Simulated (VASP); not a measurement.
Ta: single point with PBE

The system is Ta.

```
Ta
1.0
     4.57589    0.00000    0.00000
    -2.28795    3.96284    0.00000
     0.00000    0.00000    2.59079
Ta
3
Direct
  0.00000 0.00000 0.00000
  0.33333 0.66667 0.50000
  0.66667 0.33333 0.50000
```

This isn't the form of Ta at room conditions, which is bcc.

| Quantity | Value |
| --- | --- |
| Program | VASP 6.6.1 |
| Task | single point |
| Functional | PBE |
| Potentials or basis | VASP PAW PBE potentials, release 64 (Ta_pv) |
| Cutoff | 520 eV |
| k mesh | 9 × 9 × 12 |
| Occupations | fermi-dirac, width 0.05 eV |
| Spin | no spin polarisation |
| Dipole correction | no |
| Further INCAR settings | ALGO = Normal; EDIFF = 1e-06; NBANDS = 24 |

| Quantity | Value |
| --- | --- |
| Pressure | 44.8 GPa |
| Band gap on the k mesh | zero (an odd number of electrons rules out a gap without spin polarisation) |

Stress tensor (GPa, compression positive):
```
44.73  0.00  0.00
 0.00 44.73  0.00
 0.00  0.00 44.85
```

Levels at points of the mesh, in eV from the Fermi level:
```tsv
k point	band 15	band 16	band 17	band 18	band 19	band 20
(0.00, 0.00, 0.00)	-1.48	-1.48	-0.82	1.06	1.06	3.64
(0.00, 0.00, 0.50)	-1.79	0.07	0.07	1.66	1.66	5.45
```

It took 110 s on 1 thread of Intel Xeon 8259CL, with other jobs on the host, peak memory 0.22 GiB.

Caveat: the cell stands under pressure; spin-orbit coupling is left out, which moves the levels of the heavy elements.
